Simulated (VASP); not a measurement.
# Ga6HN6 (a cell with a defect) in VASP: a series of runs

Runs on Ga6HN6 (a cell with a defect). Level: PBE. Tasks: single point.

Everything below comes from runs of VASP 6.6.1. Logs are shortened: lines on timing, memory, paths and dates and some standing lists are left out, and cuts for length are marked.

**1. The cell of the first run**

The cell holds a defect, 13 atoms: a = 5.243 Å, b = 5.574 Å, c = 5.574 Å, α = 120.00°, β = 90.00°, γ = 90.00°.

**2. Single point, PBE, collinear spin**

INCAR

```
SYSTEM = Ga6HN6
PREC = Accurate
ENCUT = 520
EDIFF = 1E-6
ISMEAR = 0
SIGMA = 0.02
LREAL = .False.
LASPH = .True.
NELM = 200
ALGO = Normal
ISIF = 2
LWAVE = .False.
LCHARG = .True.
ISPIN = 2
MAGMOM = 0 0 0 0 0 0 0 0 0 0 0 0 0.38
LORBIT = 11
GGA = PE
LELF = .True.
LVHAR = .True.
NBANDS = 70
GGA_COMPAT = .False.
```

KPOINTS

```
Automatic mesh
0
Gamma
  3 3 3
  0 0 0
```

POSCAR

```
Ga6HN6
1.0
    0.0000000000      0.0000000000      5.2431684095
    4.8275562239     -2.7871908853      0.0000000000
   -0.0000000001      5.5743817708      0.0000000000
Ga N H
6 6 1
Direct
    0.4996328165      0.3328541244      0.3328566392
    0.4996316722      0.0000012429      0.6671502988
    0.4996309093      0.6671470721      1.0000042099
    0.9986387221     -0.0000016571      0.3279652267
    0.9986375777      0.6720296667      0.6720237536
    0.9986368148      0.3279702870      0.9999924698
    0.8725815466      0.3401346196      0.3401311912
    0.8725807837     -0.0000006214      0.6598576164
    0.8725804023      0.6598649197      0.9999967205
    0.3782819557      0.0000006214      0.3354943757
    0.3782777598      0.6645113700      0.6645140548
    0.3782787134      0.3354902408      1.0000031520
    0.1498561440      0.0000161572      0.0000238651
```

Potentials or basis: VASP PAW PBE potentials, release 64 (Ga_d, N, H).

Started as:

```
$ cat potpaw_PBE.64/Ga_d/POTCAR potpaw_PBE.64/N/POTCAR potpaw_PBE.64/H/POTCAR > POTCAR
$ mpirun -np 1 vasp_std > vasp.out
```

OUTCAR:

```text
SYSTEM = Ga6HN6
   PREC = Accurate
   ENCUT = 520
   EDIFF = 1E-6
   ISMEAR = 0
   LREAL = .False.
   LASPH = .True.
   NELM = 200
   ISIF = 2
   ISPIN = 2
   LORBIT = 11
   GGA = PE

 ion  position               nearest neighbor table
   1  0.500  0.333  0.333-  11 1.96   7 1.96  10 1.97  12 1.97
   2  0.500  0.000  0.667-  10 1.96   8 1.96  12 1.97  11 1.97
   3  0.500  0.667  0.000-  12 1.96   9 1.96  10 1.97  11 1.97
   4  0.999  1.000  0.328-   8 1.96   9 1.98   7 1.98  10 1.99
   5  0.999  0.672  0.672-   7 1.96   8 1.98   9 1.98  11 1.99
   6  0.999  0.328  1.000-   9 1.96   8 1.98   7 1.98  12 1.99
   7  0.873  0.340  0.340-   1 1.96   5 1.96   4 1.98   6 1.98
   8  0.873  1.000  0.660-   2 1.96   4 1.96   6 1.98   5 1.98
   9  0.873  0.660  1.000-   3 1.96   6 1.96   4 1.98   5 1.98
  10  0.378  0.000  0.335-   2 1.96   3 1.97   1 1.97   4 1.99
  11  0.378  0.665  0.665-   1 1.96   2 1.97   3 1.97   5 1.99
  12  0.378  0.335  0.000-   3 1.96   2 1.97   1 1.97   6 1.99
  13  0.150  0.000  0.000-

  LATTYP: Found a hexagonal cell.
 ALAT       =     5.5743817707
 C/A-ratio  =     0.9405829427

  Lattice vectors:

 A1 = (   4.8275562239,  -2.7871908853,   0.0000000000)
 A2 = (  -0.0000000001,   5.5743817708,   0.0000000000)
 A3 = (   0.0000000000,   0.0000000000,   5.2431684095)

Analysis of symmetry for initial positions (statically):
=====================================================================
 Subroutine PRICEL returns:
 Original cell was already a primitive cell.

 Routine SETGRP: Setting up the symmetry group for a
 hexagonal supercell.

 Subroutine GETGRP returns: Found  1 space group operations
 (whereof  1 operations were pure point group operations)
 out of a pool of 24 trial point group operations.

The static configuration has the point symmetry C_1 .

Analysis of symmetry for dynamics (positions and initial velocities):
=====================================================================
 Subroutine PRICEL returns:
 Original cell was already a primitive cell.

 Routine SETGRP: Setting up the symmetry group for a
 hexagonal supercell.

 Subroutine GETGRP returns: Found  1 space group operations
 (whereof  1 operations were pure point group operations)
 out of a pool of 24 trial point group operations.

The dynamic configuration has the point symmetry C_1 .

Analysis of structural, dynamic, and magnetic symmetry:
=====================================================================
 Subroutine PRICEL returns:
 Original cell was already a primitive cell.

 Routine SETGRP: Setting up the symmetry group for a
 hexagonal supercell.

 Subroutine GETGRP returns: Found  1 space group operations
 (whereof  1 operations were pure point group operations)
 out of a pool of 24 trial point group operations.

The overall configuration has the point symmetry C_1 .

 Subroutine INISYM returns: Found  1 space group operations
 (whereof  1 operations are pure point group operations),
 and found     1 'primitive' translations

----------------------------------------------------------------------------------------

                                     Primitive cell

  volume of cell :     141.0970

  direct lattice vectors                    reciprocal lattice vectors
     0.000000000  0.000000000  5.243168409     0.000000000  0.000000000  0.190724372
     4.827556224 -2.787190885  0.000000000     0.207144144  0.000000000  0.000000000
    -0.000000000  5.574381771  0.000000000     0.103572072  0.179392091  0.000000000

  length of vectors
     5.243168409  5.574381771  5.574381771     0.190724372  0.207144144  0.207144144

  position of ions in fractional coordinates (direct lattice)
     0.499632816  0.332854124  0.332856639
     0.499631672  0.000001243  0.667150299
     0.499630909  0.667147072  0.000004210
     0.998638722  0.999998343  0.327965227
     0.998637578  0.672029667  0.672023754
     0.998636815  0.327970287  0.999992470
     0.872581547  0.340134620  0.340131191
     0.872580784  0.999999379  0.659857616
[... 81 lines left out ...]
   NELM   =    200;   NELMIN=  2; NELMDL= -5     # of ELM steps
   EDIFF  = 0.1E-05   stopping-criterion for ELM
   LREAL  =      F    real-space projection
   EDIFFG = 0.1E-04   stopping-criterion for IOM
   NSW    =      0    number of steps for IOM
   IBRION =     -1    ionic relax: 0-MD 1-quasi-New 2-CG
   NFREE  =      0    steps in history (QN), initial steepest desc. (CG)
   ISIF   =      2    stress and relaxation
   ISYM   =      2    0-nonsym 1-usesym 2-fastsym
   POTIM  = 0.5000    time-step for ionic-motion
   TEBEG  =    0.0;   TEEND  =   0.0 temperature during run
   PSTRESS=    0.0 pullay stress
   NELECT =     109.0000    total number of electrons
   NUPDOWN=      -1.0000    fix difference up-down
   EMIN   =  10.00;   EMAX   =-10.00  energy-range for DOS
   EFERMI =   0.00;   METHOD = LEGACY
   ISMEAR =     0;   SIGMA  =   0.02  broadening in eV -4-tet -1-fermi 0-gaus
   EFERMI_NEDOS =   21; number of points for ismear=-14 and -15
   IALGO  =     38    algorithm
   IMIX   =      4    mixing-type and parameters
     AMIX     =   0.40;   BMIX     =  1.00
     AMIX_MAG =   1.60;   BMIX_MAG =  1.00
  volume/ion in A,a.u.               =      10.85        73.24
  Fermi-wavevector in a.u.,A,eV,Ry     =   1.502142  2.838637 30.700610  2.256431
  Thomas-Fermi vector in A             =   2.613421
   LORBIT       =     11    0 simple, 1 ext, 2 COOP (PROOUT), +10 PAW based schemes
   GGA     = PE    functional components
   LHFCALC =     F    Hartree Fock is set to
   AEXX    =    0.0000 exact exchange contribution
   IVDW    =     0    specifies the selected vdW correction
   LEPSILON=     F    determine dielectric tensor
   LRPA    =     F    only Hartree local field effects (RPA)
 spin polarized calculation
 Gauss-broadening in eV      SIGMA  =   0.02
  energy-cutoff  :      520.00
  volume of cell :      141.10
 maximum number of plane-waves:      3817
 NGX is ok and might be reduce to    40
   NGX = 19   NGY = 21   NGZ = 21

 number of electron     108.9999953 magnetization       0.7778923

 Free energy of the ion-electron system (eV)
  ---------------------------------------------------
  ext. energy  EPLUGINS =         0.00000000
  ---------------------------------------------------
  free energy    TOTEN  =       -73.52452702 eV

  energy without entropy =      -73.52356339  energy(sigma->0) =      -73.52404521

 E-fermi :   5.6124     XC(G=0): -11.6395

 val. band max:        5.5928113572   @ k =   0.3333  -0.0000  -0.3333
 cond. band min:       5.8790554841   @ k =   0.3333   0.0000   0.0000
 fundamental gap:      0.2862441269
 Fermi energy:         5.6123573697

 spin component 1

 k-point     1 :       0.0000    0.0000    0.0000
  band No.  band energies     occupation
      1     -10.7624      1.00000
      2      -9.8479      1.00000
      3      -9.7437      1.00000
      4      -9.7437      1.00000
      5      -9.7147      1.00000
      6      -9.7147      1.00000
[... 955 lines left out ...]
     65      12.8259      0.00000
     66      12.8260      0.00000
 Fermi energy:         5.6123573697

 spin component 2

 k-point     1 :       0.0000    0.0000    0.0000
  band No.  band energies     occupation
      1     -10.6845      1.00000
      2      -9.8023      1.00000
      3      -9.7030      1.00000
      4      -9.7030      1.00000
      5      -9.6685      1.00000
      6      -9.6684      1.00000
[... 955 lines left out ...]
     65      12.8604      0.00000
     66      12.8605      0.00000
 [bands above 66 left out]

------------------------ aborting loop because EDIFF is reached ----------------------------------------

  FORCE on cell =-STRESS in cart. coord.  units (eV):
  Direction    XX          YY          ZZ          XY          YZ          ZX
  --------------------------------------------------------------------------------------
  -------------------------------------------------------------------------------------
  Total        2.5997649      2.5999733      3.5923276     -0.0001732      0.0000821     -0.0000286
  in kB       29.5207106     29.5230771     40.7914046     -0.0019665      0.0009321     -0.0003249
  external PRESSURE =      33.2783974 kB  Pullay stress =       0.0000000 kB

 VOLUME and BASIS-vectors are now :
 -----------------------------------------------------------------------------
  energy-cutoff  :      520.00
  volume of cell :      141.10
      direct lattice vectors                 reciprocal lattice vectors
     0.000000000  0.000000000  5.243168409     0.000000000  0.000000000  0.190724372
     4.827556224 -2.787190885  0.000000000     0.207144144  0.000000000  0.000000000
    -0.000000000  5.574381771  0.000000000     0.103572072  0.179392091  0.000000000

 POSITION                                       TOTAL-FORCE (eV/Angst)
 -----------------------------------------------------------------------------------
      1.60687      0.92774      2.61966         0.003862      0.002222      0.006070
      0.00001      3.71895      2.61965        -0.000079     -0.004378      0.006167
      3.22069     -1.85944      2.61965        -0.003802      0.002058      0.006195
      4.82755     -0.95898      5.23603         0.000093      0.008524     -0.009793
      3.24426      1.87304      5.23602        -0.007288     -0.004073     -0.009803
      1.58330      4.66022      5.23602         0.007333     -0.004024     -0.009813
      1.64202      0.94800      4.57509        -0.003519     -0.002129     -0.001006
      4.82755      0.89111      4.57509         0.000007      0.004469     -0.000841
      3.18553      3.73519      4.57509         0.003564     -0.002233     -0.000908
      0.00000      1.87017      1.98340         0.000014     -0.000117      0.002647
      3.20797      1.85213      1.98337         0.000009     -0.000056      0.002828
      1.61960     -0.93506      1.98338        -0.000022     -0.000035      0.002787
      0.00008      0.00009      0.78572        -0.000172     -0.000227      0.005470
 -----------------------------------------------------------------------------------
    total drift:                               -0.000003     -0.000026     -0.003790

  FREE ENERGIE OF THE ION-ELECTRON SYSTEM (eV)
  ---------------------------------------------------
  free  energy   TOTEN  =       -73.5245270243 eV

  energy  without entropy=      -73.5235633932  energy(sigma->0) =      -73.52404521

 total charge

# of ion       s       p       d       tot
------------------------------------------
    1        0.788   0.871  10.167  11.826
    2        0.788   0.871  10.167  11.826
    3        0.788   0.871  10.167  11.826
    4        0.774   0.861  10.169  11.804
    5        0.774   0.861  10.169  11.804
    6        0.774   0.861  10.169  11.804
    7        1.232   2.493   0.000   3.725
    8        1.232   2.493   0.000   3.725
    9        1.232   2.493   0.000   3.725
   10        1.232   2.490   0.000   3.722
   11        1.232   2.490   0.000   3.722
   12        1.232   2.490   0.000   3.722
   13        0.475   0.013   0.000   0.488
--------------------------------------------------
tot         12.552  20.161  61.007  93.720

 magnetization (x)

# of ion       s       p       d       tot
------------------------------------------
    1        0.002   0.007   0.003   0.012
    2        0.002   0.007   0.003   0.012
    3        0.002   0.007   0.003   0.012
    4       -0.002  -0.002   0.013   0.009
    5       -0.002  -0.002   0.013   0.009
    6       -0.002  -0.002   0.013   0.009
    7        0.003   0.044   0.000   0.047
    8        0.003   0.044   0.000   0.047
    9        0.003   0.044   0.000   0.047
   10        0.003   0.038   0.000   0.041
   11        0.003   0.038   0.000   0.041
   12        0.003   0.038   0.000   0.041
   13        0.211   0.001   0.000   0.212
--------------------------------------------------
tot          0.228   0.264   0.046   0.538
```

Run time: 7.3 min. Hardware: 1 thread of Intel Xeon Platinum 8259CL at 2.50GHz (Skylake/Cascade Lake), shared host; peak memory 0.4 GiB.

What came out:

```
Free energy                                           : -73.5245 eV
Pressure                                              : 3.3 GPa
Largest force                                         : 0.013 eV/Å
Net moment                                            : 0.78 μB per cell
Site moments                                          : Ga +0.01; N +0.05, +0.04 (each value once); H +0.21 μB
Valence electrons inside the program's atomic spheres : Ga 11.83, 11.80 (each value once); N 3.73, 3.72 (each value once); H 0.49
```

Forces in eV/Å, atoms in the order of the input:
```
Ga   0.004  0.002  0.006
Ga   0.000 -0.004  0.006
Ga  -0.004  0.002  0.006
Ga   0.000  0.009 -0.010
Ga  -0.007 -0.004 -0.010
Ga   0.007 -0.004 -0.010
N   -0.004 -0.002 -0.001
N    0.000  0.004 -0.001
N    0.004 -0.002 -0.001
N    0.000  0.000  0.003
N    0.000  0.000  0.003
N    0.000  0.000  0.003
H    0.000  0.000  0.005
```

Stress tensor (GPa, compression positive):
```
2.95 0.00 0.00
0.00 2.95 0.00
0.00 0.00 4.08
```

Levels at points of the mesh, in eV from the Fermi level:
Spin up:
| k point | band 53 | band 54 | band 55 | band 56 | band 57 | band 58 |
| --- | --- | --- | --- | --- | --- | --- |
| (0.00, 0.00, 0.00) | -0.59 | -0.56 | -0.56 | 2.01 | 3.45 | 4.72 |
Spin down:
```
           k point  band 51  band 52  band 53  band 54  band 55  band 56  band 57  band 58
(0.00, 0.00, 0.00)    -1.49    -0.56    -0.49    -0.49    -0.21     2.27     3.50     4.73
```

Caveat: the k points lie up to 0.43 Å⁻¹ apart; a moment this small can come from the mesh or the smearing.

(Part 1 of 2 ends here.)
